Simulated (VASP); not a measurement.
# CoPdO2 (R-3m) in VASP: a series of runs, part 2 of 2

VASP 6.6.1.

**3. Single point, PBE, collinear spin, ferromagnetic start**

This run uses another cell than the first one, of 10.58 Å³/atom.

INCAR reads:

```
SYSTEM = CoPdO2
ALGO = Normal
EDIFF = 1E-6
ENCUT = 520
GGA = PE
ISIF = 2
ISMEAR = 0
ISPIN = 2
LASPH = .TRUE.
LCHARG = .FALSE.
LMAXMIX = 4
LORBIT = 11
LREAL = .FALSE.
LWAVE = .FALSE.
MAGMOM = 0 2 0 0
NBANDS = 28
NELM = 150
PREC = Accurate
SIGMA = 0.027000000000000003
```

KPOINTS reads:

```
k-points
0
G
  11 11 11
  0 0 0
```

POSCAR reads:

```
CoPdO2
1.0
    1.4316899074      0.8265865534      5.9577715763
   -1.4316899074      0.8265865534      5.9577715763
    0.0000000000     -1.6531731068      5.9577715763
Pd Co O
1 1 2
Direct
    0.0000000000      0.0000000000      0.0000000000
    0.5000000000      0.5000000000      0.5000000000
    0.1124760000      0.1124760000      0.1124760000
    0.8875240000      0.8875240000      0.8875240000
```

Potentials or basis: VASP PAW PBE potentials, release 64 (Pd, Co, O).

Run with:

```bash
> cat potpaw_PBE.64/Pd/POTCAR potpaw_PBE.64/Co/POTCAR potpaw_PBE.64/O/POTCAR > POTCAR
> mpirun -np 1 vasp_std > vasp.out
```

Run time: 19 min. Hardware: 1 thread of Intel Xeon Platinum 8488C (Sapphire Rapids), shared host; peak memory 0.59 GiB.

The run converged. Its results:

| Item | Value |
| --- | --- |
| Free energy | -25.6115 eV |
| Pressure | -1.1 GPa |
| Largest force | 0.096 eV/Å |
| Net moment | 0.00 μB per cell |
| Valence electrons inside the program's atomic spheres | Pd 9.35; Co 8.36; O 4.99 |

Forces in eV/Å, atoms in the order of the input:
```
Pd   0.000  0.000  0.000
Co   0.000  0.000  0.000
O    0.000  0.000  0.096
O    0.000  0.000 -0.096
```

Stress tensor (GPa, compression positive):
```
-0.93  0.00  0.00
 0.00 -0.93  0.00
 0.00  0.00 -1.35
```

Levels at points of the mesh, in eV from the Fermi level:
Spin up:
| k point | band 13 | band 14 | band 15 | band 16 | band 17 | band 18 | band 19 | band 20 |
| --- | --- | --- | --- | --- | --- | --- | --- | --- |
| (0.00, 0.00, 0.00) | -1.41 | -1.17 | -1.17 | -0.73 | 2.27 | 2.27 | 3.11 | 6.68 |
Spin down:
| k point | band 13 | band 14 | band 15 | band 16 | band 17 | band 18 | band 19 | band 20 |
| --- | --- | --- | --- | --- | --- | --- | --- | --- |
| (0.00, 0.00, 0.00) | -1.41 | -1.17 | -1.17 | -0.73 | 2.27 | 2.27 | 3.11 | 6.68 |

Caveat: the moments typed at the start vanished in this run; semilocal functionals often make such compounds metallic where correlation or magnetic order opens a gap, which also shifts bond lengths. With open d or f shells a metallic result of PBE can be an artefact of self-interaction; +U or a hybrid may open a gap.

**4. Single point, LDA, collinear spin, ferromagnetic start**

This run uses another cell than the first one, of 10.36 Å³/atom.

INCAR reads:

```
PREC     = Accurate       # precision mode
ENCUT    = 520            # plane-wave cutoff, eV
EDIFF    = 1E-6           # SCF threshold, eV
ISMEAR   = -1             # smearing method
SIGMA    = 0.05           # smearing width, eV
LREAL    = F              # projectors in reciprocal space
LASPH    = T              # aspherical terms in the spheres
NELM     = 150            # most SCF steps
ALGO     = Normal         # electronic algorithm
ISIF     = 2              # what is computed and relaxed
LWAVE    = F              # write WAVECAR
LCHARG   = F              # write CHGCAR
ISPIN    = 2              # spin polarisation
MAGMOM   = 0 2 0 0        # initial moments
LORBIT   = 11             # projections on sites
LMAXMIX  = 4              # l up to which the mixer works
NBANDS   = 28             # bands
```

KPOINTS reads:

```
Automatic mesh
0
Gamma
  11 11 11
```

POSCAR reads:

```
CoPdO2
1.0
    1.4220809608      0.8210388255      5.9177853274
   -1.4220809608      0.8210388255      5.9177853274
    0.0000000000     -1.6420776510      5.9177853274
Pd Co O
1 1 2
Direct
    0.0000000000      0.0000000000      0.0000000000
    0.5000000000      0.5000000000      0.5000000000
    0.1124760000      0.1124760000      0.1124760000
    0.8875240000      0.8875240000      0.8875240000
```

Potentials or basis: VASP PAW LDA potentials, release 64 (Pd, Co, O).

Run with:

```bash
> cat potpaw_LDA.64/Pd/POTCAR potpaw_LDA.64/Co/POTCAR potpaw_LDA.64/O/POTCAR > POTCAR
> mpirun -np 1 vasp_std > vasp.out
```

OUTCAR:

```text
PREC = Accurate
   ENCUT = 520
   EDIFF = 1E-6
   ISMEAR = -1
   LREAL = F
   LASPH = T
   NELM = 150
   ISIF = 2
   ISPIN = 2
   LORBIT = 11

 ion  position               nearest neighbor table
   1  0.000  0.000  0.000-   3 2.00   4 2.00
   2  0.500  0.500  0.500-   3 1.90   4 1.90   3 1.90   3 1.90   4 1.90   4 1.90
   3  0.112  0.112  0.112-   2 1.90   2 1.90   2 1.90   1 2.00
   4  0.888  0.888  0.888-   2 1.90   2 1.90   2 1.90   1 2.00

  LATTYP: Found a trigonal (rhomboedric) cell.
 ALAT       =     6.1413843874
 COS(alpha) =     0.8927626487

  Lattice vectors:

 A1 = (   1.4220809608,   0.8210388255,   5.9177853274)
 A2 = (  -1.4220809608,   0.8210388255,   5.9177853274)
 A3 = (   0.0000000000,  -1.6420776510,   5.9177853274)

Analysis of symmetry for initial positions (statically):
=====================================================================
[... 1650 lines left out ...]

  FORCE on cell =-STRESS in cart. coord.  units (eV):
  Direction    XX          YY          ZZ          XY          YZ          ZX
  --------------------------------------------------------------------------------------
  -------------------------------------------------------------------------------------
  Total       -3.2538814     -3.2538814     -3.8740704      0.0000000      0.0000000      0.0000000
  in kB     -125.7516904   -125.7516904   -149.7199317      0.0000000      0.0000000      0.0000000
  external PRESSURE =    -133.7411042 kB  Pullay stress =       0.0000000 kB

 VOLUME and BASIS-vectors are now :
 -----------------------------------------------------------------------------
  energy-cutoff  :      520.00
  volume of cell :       41.46
      direct lattice vectors                 reciprocal lattice vectors
     1.422080961  0.821038825  5.917785327     0.351597422  0.202994866  0.056327378
    -1.422080961  0.821038825  5.917785327    -0.351597422  0.202994866  0.056327378
     0.000000000 -1.642077651  5.917785327     0.000000000 -0.405989733  0.056327378

 POSITION                                       TOTAL-FORCE (eV/Angst)
 -----------------------------------------------------------------------------------
      0.00000      0.00000      0.00000         0.000000     -0.000000     -0.000000
      0.00000      0.00000      8.87668         0.000000     -0.000000     -0.000000
      0.00000      0.00000      1.99683         0.000000      0.000000      0.223632
      0.00000      0.00000     15.75653         0.000000     -0.000000     -0.223632
 -----------------------------------------------------------------------------------
    total drift:                                0.000000      0.000000     -0.000000

  FREE ENERGIE OF THE ION-ELECTRON SYSTEM (eV)
  ---------------------------------------------------
  free  energy   TOTEN  =       -29.7979660544 eV

  energy  without entropy=      -29.7951519418  energy(sigma->0) =      -29.79655900

 total charge

# of ion       s       p       d       tot
------------------------------------------
    1        0.480   0.474   8.438   9.391
    2        0.433   0.665   7.352   8.451
    3        1.547   3.414   0.000   4.960
    4        1.547   3.414   0.000   4.960
--------------------------------------------------
tot          4.007   7.967  15.790  27.763

 magnetization (x)

# of ion       s       p       d       tot
------------------------------------------
    1       -0.000  -0.000  -0.000  -0.000
    2        0.000   0.000   0.000   0.000
    3        0.000  -0.000   0.000  -0.000
    4        0.000  -0.000   0.000  -0.000
--------------------------------------------------
tot         -0.000  -0.000   0.000   0.000
```

It took 12 min on 1 thread of Intel Xeon 6975P-C (Granite Rapids), shared host; peak memory 0.47 GiB.

Results:

| Quantity | Value |
| --- | --- |
| Free energy | -29.7980 eV |
| Pressure | -13.4 GPa |
| Largest force | 0.224 eV/Å |
| Net moment | 0.00 μB per cell |
| Valence electrons inside the program's atomic spheres | Pd 9.39; Co 8.45; O 4.96 |

Forces on the atoms (eV/Å):
```
Pd   0.000  0.000  0.000
Co   0.000  0.000  0.000
O    0.000  0.000  0.224
O    0.000  0.000 -0.224
```

Caveat: the cell stands under tension; the moments typed at the start vanished in this run; semilocal functionals often make such compounds metallic where correlation or magnetic order opens a gap, which also shifts bond lengths. With open d or f shells a metallic result of LDA can be an artefact of self-interaction; +U or a hybrid may open a gap.

**5. Single point, LDA, collinear spin, ferromagnetic start**

This run uses another cell than the first one, of 10.79 Å³/atom.

INCAR reads:

```
SYSTEM = CoPdO2
ALGO     = Normal         ! electronic algorithm
EDIFF    = 1E-7           ! SCF threshold, eV
ENCUT    = 520            ! plane-wave cutoff, eV
GGA      = CA             ! functional
ISIF     = 2              ! what is computed and relaxed
ISMEAR   = -1             ! smearing method
ISPIN    = 2              ! spin polarisation
LASPH    = .TRUE.         ! aspherical terms in the spheres
LCHARG   = .TRUE.         ! write CHGCAR
LELF     = .TRUE.         ! ELF
LMAXMIX  = 4              ! l up to which the mixer works
LORBIT   = 11             ! projections on sites
LREAL    = .FALSE.        ! projectors in reciprocal space
LVHAR    = .TRUE.       
LWAVE    = .FALSE.        ! write WAVECAR
MAGMOM   = 0 2 0 0        ! initial moments
NBANDS   = 28             ! bands
NELM     = 150            ! most SCF steps
PREC     = Accurate       ! precision mode
SIGMA    = 0.05           ! smearing width, eV
```

KPOINTS reads:

```
k-points
0
G
  11 11 11
  0 0 0
```

POSCAR reads:

```
CoPdO2
1.0
    1.4411715738      0.8320607961      5.9972281671
   -1.4411715738      0.8320607961      5.9972281671
    0.0000000000     -1.6641215921      5.9972281671
Pd Co O
1 1 2
Direct
    0.0000000000      0.0000000000      0.0000000000
    0.5000000000      0.5000000000      0.5000000000
    0.1124760000      0.1124760000      0.1124760000
    0.8875240000      0.8875240000      0.8875240000
```

Run with:

```bash
> cat potpaw_LDA.64/Pd/POTCAR potpaw_LDA.64/Co/POTCAR potpaw_LDA.64/O/POTCAR > POTCAR
> mpirun -np 1 vasp_std > vasp.out
```

Run time: 12 min. Hardware: 1 thread of Intel Xeon 6975P-C (Granite Rapids), shared host; peak memory 0.48 GiB.

The run converged. Its results:

| Quantity | Value |
| --- | --- |
| Free energy | -29.6174 eV |
| Pressure | -20.8 GPa |
| Largest force | 0.354 eV/Å |
| Net moment | 0.00 μB per cell |
| Valence electrons inside the program's atomic spheres | Pd 9.31; Co 8.34; O 4.93 |

Forces on the atoms (eV/Å):
```
Pd   0.000  0.000  0.000
Co   0.000  0.000  0.000
O    0.000  0.000  0.354
O    0.000  0.000 -0.354
```

Stress tensor (GPa, compression positive):
```
-19.23   0.00   0.00
  0.00 -19.23   0.00
  0.00   0.00 -23.88
```

Levels at points of the mesh, in eV from the Fermi level:
Spin up:
```csv
k point,band 14,band 15,band 16,band 17,band 18,band 19
"(0.00, 0.00, 0.00)",-1.26,-1.26,-0.76,2.01,2.01,2.84
```
Spin down:
```
           k point  band 12  band 13  band 14  band 15  band 16  band 17  band 18  band 19  band 20  band 21
(0.00, 0.00, 0.00)    -1.45    -1.45    -1.26    -1.26    -0.76     2.01     2.01     2.84     6.35     9.02
```

Caveat: the cell stands under tension; the moments typed at the start vanished in this run; semilocal functionals often make such compounds metallic where correlation or magnetic order opens a gap, which also shifts bond lengths.
